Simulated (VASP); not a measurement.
# Ge (Cmcm) in VASP: single point with PBE

Aim: the single point of Ge with PBE.

All numbers are computed with VASP 6.6.1; they aren't measurements. Logs are shortened: lines on timing, memory, paths and dates and some standing lists are left out, and cuts for length are marked.

### 1 The cell of the first run

The structure is orthorhombic, space group Cmcm (No. 63). Conventional cell: a = 11.328 Å, b = 6.892 Å, c = 6.312 Å, α = 90.00°, β = 90.00°, γ = 90.00°. Within 3.0 Å of Ge (site symmetry m) lie 3 Ge at 2.28 to 2.29 Å. Within 3.0 Å of Ge (site symmetry 1) lie 4 Ge at 2.29 to 2.31 Å.

### 2 Single point, PBE

File INCAR:

```
PREC = Accurate ; ENCUT = 520
EDIFF = 1E-6 ; ISMEAR = 0
SIGMA = 0.1 ; LREAL = F
LASPH = T ; NELM = 80
ALGO = Normal ; ISIF = 2
LWAVE = F ; LCHARG = T
GGA = PE ; LELF = T
LVHAR = T ; NBANDS = 96
```

File KPOINTS:

```
regular mesh
0
Gamma
  4 4 4
```

File POSCAR:

```
Ge
1.0
    5.6638320600     -3.4459557000      0.0000000000
    5.6638320600      3.4459557000      0.0000000000
    0.0000000000      0.0000000000      6.3124342900
Ge
12
Direct
    0.2266267500      0.7733732500      0.0690149400
    0.7733732500      0.2266267500      0.5690149400
    0.2266267500      0.7733732500      0.4309850600
    0.7733732500      0.2266267500      0.9309850600
    0.4825087400      0.1696623100      0.4333017200
    0.5174912600      0.8303376900      0.9333017200
    0.8303376900      0.5174912600      0.0666982800
    0.1696623100      0.4825087400      0.5666982800
    0.5174912600      0.8303376900      0.5666982800
    0.4825087400      0.1696623100      0.0666982800
    0.1696623100      0.4825087400      0.9333017200
    0.8303376900      0.5174912600      0.4333017200
```

Potentials or basis: VASP PAW PBE potentials, release 64 (Ge_d).

Run with:

```sh
> cat potpaw_PBE.64/Ge_d/POTCAR > POTCAR
> mpirun -np 1 vasp_std > vasp.out
```

OUTCAR:

```text
PREC = Accurate
   ENCUT = 520
   EDIFF = 1E-6
   ISMEAR = 0
   LREAL = F
   LASPH = T
   NELM = 80
   ISIF = 2
   GGA = PE

 ion  position               nearest neighbor table
   1  0.227  0.773  0.069-   3 2.28   6 2.29  11 2.29
   2  0.773  0.227  0.569-   4 2.28   5 2.29  12 2.29
   3  0.227  0.773  0.431-   1 2.28   8 2.29   9 2.29
   4  0.773  0.227  0.931-   2 2.28   7 2.29  10 2.29
   5  0.483  0.170  0.433-   2 2.29   9 2.31  10 2.31   8 2.31
   6  0.517  0.830  0.933-   1 2.29  10 2.31   9 2.31   7 2.31
   7  0.830  0.517  0.067-   4 2.29  11 2.31  12 2.31   6 2.31
   8  0.170  0.483  0.567-   3 2.29  12 2.31  11 2.31   5 2.31
   9  0.517  0.830  0.567-   3 2.29   5 2.31   6 2.31  12 2.31
  10  0.483  0.170  0.067-   4 2.29   6 2.31   5 2.31  11 2.31
  11  0.170  0.483  0.933-   1 2.29   7 2.31   8 2.31  10 2.31
  12  0.830  0.517  0.433-   2 2.29   8 2.31   7 2.31   9 2.31

  LATTYP: Found a base centered orthorhombic cell.
 ALAT       =     6.8919114000
 B/A-ratio  =     1.6436172003
 C/A-ratio  =     0.9159192456

  Lattice vectors:

 A1 = (  -5.6638320600,  -3.4459557000,   0.0000000000)
 A2 = (   5.6638320600,  -3.4459557000,   0.0000000000)
 A3 = (   0.0000000000,   0.0000000000,   6.3124342900)

Analysis of symmetry for initial positions (statically):
=====================================================================
 Subroutine PRICEL returns:
 Original cell was already a primitive cell.

 Routine SETGRP: Setting up the symmetry group for a
 base centered orthorhombic supercell.

 Subroutine GETGRP returns: Found  8 space group operations
 (whereof  4 operations were pure point group operations)
 out of a pool of  8 trial point group operations.

The static configuration has the point symmetry C_2h.
 The point group associated with its full space group is D_2h.

Analysis of symmetry for dynamics (positions and initial velocities):
=====================================================================
 Subroutine PRICEL returns:
 Original cell was already a primitive cell.

 Routine SETGRP: Setting up the symmetry group for a
 base centered orthorhombic supercell.

 Subroutine GETGRP returns: Found  8 space group operations
 (whereof  4 operations were pure point group operations)
 out of a pool of  8 trial point group operations.

The dynamic configuration has the point symmetry C_2h.
 The point group associated with its full space group is D_2h.

 Subroutine INISYM returns: Found  8 space group operations
 (whereof  4 operations are pure point group operations),
 and found     1 'primitive' translations

----------------------------------------------------------------------------------------

                                     Primitive cell

  volume of cell :     246.4035

  direct lattice vectors                    reciprocal lattice vectors
     5.663832060 -3.445955700  0.000000000     0.088279454 -0.145097629  0.000000000
     5.663832060  3.445955700  0.000000000     0.088279454  0.145097629  0.000000000
     0.000000000  0.000000000  6.312434290     0.000000000  0.000000000  0.158417491

  length of vectors
     6.629751450  6.629751450  6.312434290     0.169842821  0.169842821  0.158417491

  position of ions in fractional coordinates (direct lattice)
     0.226626750  0.773373250  0.069014940
     0.773373250  0.226626750  0.569014940
     0.226626750  0.773373250  0.430985060
     0.773373250  0.226626750  0.930985060
     0.482508740  0.169662310  0.433301720
     0.517491260  0.830337690  0.933301720
     0.830337690  0.517491260  0.066698280
     0.169662310  0.482508740  0.566698280
     0.517491260  0.830337690  0.566698280
     0.482508740  0.169662310  0.066698280
     0.169662310  0.482508740  0.933301720
     0.830337690  0.517491260  0.433301720

  ion indices of the primitive-cell ions
   primitive index   ion index
                 1           1
                 2           2
                 3           3
                 4           4
                 5           5
                 6           6
                 7           7
                 8           8
                 9           9
                10          10
                11          11
                12          12

----------------------------------------------------------------------------------------

 KPOINTS: regular mesh

Automatic generation of k-mesh.
 Grid dimensions read from file:
 generate k-points for:    4    4    4

 Generating k-lattice:

  Cartesian coordinates                     Fractional coordinates (reciprocal lattice)
     0.022069863 -0.036274407  0.000000000     0.250000000  0.000000000  0.000000000
     0.022069863  0.036274407  0.000000000     0.000000000  0.250000000  0.000000000
     0.000000000  0.000000000  0.039604373     0.000000000  0.000000000  0.250000000

  Length of vectors
     0.042460705  0.042460705  0.039604373

  Shift w.r.t. Gamma in fractional coordinates (k-lattice)
     0.000000000  0.000000000  0.000000000

 Subroutine IBZKPT returns following result:
 ===========================================

 Found     21 irreducible k-points:

 Following reciprocal coordinates:
            Coordinates               Weight
  0.000000  0.000000  0.000000      1.000000
  0.250000  0.000000  0.000000      4.000000
  0.500000  0.000000  0.000000      2.000000
  0.250000  0.250000  0.000000      2.000000
  0.500000  0.250000  0.000000      4.000000
 -0.250000  0.250000  0.000000      2.000000
[... 13 lines left out ...]
 -0.250000  0.250000  0.500000      2.000000
  0.500000  0.500000  0.500000      1.000000
   k-points           NKPTS =     21   k-points in BZ     NKDIM =     21   number of bands    NBANDS=     96
   number of dos      NEDOS =    301   number of ions     NIONS =     12
   total plane-waves  NPLWV = 120000
   dimension x,y,z NGX =    50 NGY =   50 NGZ =   48
   dimension x,y,z NGXF=   100 NGYF=  100 NGZF=   96
   ions per type =              12
   NGX,Y,Z   is equivalent  to a cutoff of  12.54, 12.54, 12.64 a.u.
   NGXF,Y,Z  is equivalent  to a cutoff of  25.08, 25.08, 25.28 a.u.
 SYSTEM =  unknown system
   PREC   = accura    normal or accurate (medium, high low for compatibility)
   ISTART =      0    job   : 0-new  1-cont  2-samecut
   ICHARG =      2    charge: 1-file 2-atom 10-const
   ISPIN  =      1    spin polarized calculation?
   LNONCOLLINEAR =      F non collinear calculations
   LSORBIT =      F    spin-orbit coupling
   LASPH  =      T    aspherical Exc in radial PAW
   ENCUT  =  520.0 eV  38.22 Ry    6.18 a.u.  12.33 12.33 11.74*2*pi/ulx,y,z
   NELM   =     80;   NELMIN=  2; NELMDL= -5     # of ELM steps
   EDIFF  = 0.1E-05   stopping-criterion for ELM
   LREAL  =      F    real-space projection
   EDIFFG = 0.1E-04   stopping-criterion for IOM
   NSW    =      0    number of steps for IOM
   IBRION =     -1    ionic relax: 0-MD 1-quasi-New 2-CG
   NFREE  =      0    steps in history (QN), initial steepest desc. (CG)
   ISIF   =      2    stress and relaxation
   ISYM   =      2    0-nonsym 1-usesym 2-fastsym
   POTIM  = 0.5000    time-step for ionic-motion
   TEBEG  =    0.0;   TEEND  =   0.0 temperature during run
   PSTRESS=    0.0 pullay stress
   NELECT =     168.0000    total number of electrons
   NUPDOWN=      -1.0000    fix difference up-down
   EMIN   =  10.00;   EMAX   =-10.00  energy-range for DOS
   EFERMI =   0.00;   METHOD = LEGACY
   ISMEAR =     0;   SIGMA  =   0.10  broadening in eV -4-tet -1-fermi 0-gaus
   EFERMI_NEDOS =   21; number of points for ismear=-14 and -15
   IALGO  =     38    algorithm
   IMIX   =      4    mixing-type and parameters
     AMIX     =   0.40;   BMIX     =  1.00
     AMIX_MAG =   1.60;   BMIX_MAG =  1.00
  volume/ion in A,a.u.               =      20.53       138.57
  Fermi-wavevector in a.u.,A,eV,Ry     =   1.440884  2.722876 28.247682  2.076146
  Thomas-Fermi vector in A             =   2.559578
   LORBIT       =      0    0 simple, 1 ext, 2 COOP (PROOUT), +10 PAW based schemes
   GGA     = PE    functional components
   LHFCALC =     F    Hartree Fock is set to
   AEXX    =    0.0000 exact exchange contribution
   IVDW    =     0    specifies the selected vdW correction
   LEPSILON=     F    determine dielectric tensor
   LRPA    =     F    only Hartree local field effects (RPA)
 non-spin polarized calculation
 Gauss-broadening in eV      SIGMA  =   0.10
  energy-cutoff  :      520.00
  volume of cell :      246.40
 maximum number of plane-waves:      6690
 NGX is ok and might be reduce to    50
   NGX = 25   NGY = 25   NGZ = 23

 number of electron     167.9999957 magnetization

 Free energy of the ion-electron system (eV)
  ---------------------------------------------------
  ext. energy  EPLUGINS =         0.00000000
  ---------------------------------------------------
  free energy    TOTEN  =       -49.18423184 eV

  energy without entropy =      -49.16469260  energy(sigma->0) =      -49.17446222

 E-fermi :   5.9148     XC(G=0): -10.3740

 val. band max:        5.8987736818   @ k =  -0.2500   0.2500   0.2500
 cond. band min:       5.9166126451   @ k =   0.5000   0.2500   0.0000
 fundamental gap:      0.0178389633
 Fermi energy:         5.9147894835

 k-point     1 :       0.0000    0.0000    0.0000
  band No.  band energies     occupation
      1     -19.3035      2.00000
      2     -19.2998      2.00000
      3     -19.2880      2.00000
      4     -19.2785      2.00000
      5     -19.2708      2.00000
      6     -19.2514      2.00000
[... 88 lines left out ...]
     95      11.0466      0.00000
     96      11.2321      0.00000

 k-point     2 :       0.2500    0.0000    0.0000
  band No.  band energies     occupation
      1     -19.3054      2.00000
      2     -19.2937      2.00000
      3     -19.2894      2.00000
      4     -19.2821      2.00000
      5     -19.2657      2.00000
      6     -19.2499      2.00000
[... 1969 lines left out ...]
     95       9.2095      0.00000
     96       9.2095      0.00000

------------------------ aborting loop because EDIFF is reached ----------------------------------------

  FORCE on cell =-STRESS in cart. coord.  units (eV):
  Direction    XX          YY          ZZ          XY          YZ          ZX
  --------------------------------------------------------------------------------------
  -------------------------------------------------------------------------------------
  Total       33.3492843     19.6429806     31.0929740      0.0000000     -0.0000000      0.0000000
  in kB      216.8453813    127.7235693    202.1742881      0.0000000     -0.0000000      0.0000000
  external PRESSURE =     182.2477462 kB  Pullay stress =       0.0000000 kB

 VOLUME and BASIS-vectors are now :
 -----------------------------------------------------------------------------
  energy-cutoff  :      520.00
  volume of cell :      246.40
      direct lattice vectors                 reciprocal lattice vectors
     5.663832060 -3.445955700  0.000000000     0.088279454 -0.145097629  0.000000000
     5.663832060  3.445955700  0.000000000     0.088279454  0.145097629  0.000000000
     0.000000000  0.000000000  6.312434290     0.000000000  0.000000000  0.158417491

 POSITION                                       TOTAL-FORCE (eV/Angst)
 -----------------------------------------------------------------------------------
      5.66383      1.88406      0.43565        -0.000000      2.263703     -0.524507
      5.66383     -1.88406      3.59187        -0.000000     -2.263703     -0.524507
      5.66383      1.88406      2.72056        -0.000000      2.263703      0.524507
      5.66383     -1.88406      5.87678        -0.000000     -2.263703      0.524507
      3.69379     -1.07805      2.73519        -0.156171     -0.107812     -0.092276
      7.63388      1.07805      5.89141         0.156171      0.107812     -0.092276
      7.63388     -1.07805      0.42103         0.156171     -0.107812      0.092276
      3.69379      1.07805      3.57725        -0.156171      0.107812      0.092276
      7.63388      1.07805      3.57725         0.156171      0.107812      0.092276
      3.69379     -1.07805      0.42103        -0.156171     -0.107812      0.092276
      3.69379      1.07805      5.89141        -0.156171      0.107812     -0.092276
      7.63388     -1.07805      2.73519         0.156171     -0.107812     -0.092276
 -----------------------------------------------------------------------------------
    total drift:                               -0.000000     -0.000000      0.000000

  FREE ENERGIE OF THE ION-ELECTRON SYSTEM (eV)
  ---------------------------------------------------
  free  energy   TOTEN  =       -49.1842318387 eV

  energy  without entropy=      -49.1646925999  energy(sigma->0) =      -49.17446222
```

Wall time 4.1 min (1 thread of Intel Xeon 6975P-C (Granite Rapids), shared host); peak memory 0.52 GiB.

Results:

```yaml
Free_energy: -49.1842 eV
Pressure: 18.2 GPa
Largest_force: 2.324 eV/Å
Band_gap_on_the_k_mesh: zero (band 84 reaches 6.09 eV, above the bottom of band 85 at 5.90 eV)
```

Forces on the atoms (eV/Å):
```
Ge   0.000  2.264 -0.525
Ge   0.000 -2.264 -0.525
Ge   0.000  2.264  0.525
Ge   0.000 -2.264  0.525
Ge  -0.156 -0.108 -0.092
Ge   0.156  0.108 -0.092
Ge   0.156 -0.108  0.092
Ge  -0.156  0.108  0.092
Ge   0.156  0.108  0.092
Ge  -0.156 -0.108  0.092
Ge  -0.156  0.108 -0.092
Ge   0.156 -0.108 -0.092
```

Stress tensor (GPa, compression positive):
```
21.68  0.00  0.00
 0.00 12.77  0.00
 0.00  0.00 20.22
```

Caveat: forces of over 1 eV/Å act on the atoms, so gaps and moduli don't describe the material at rest.
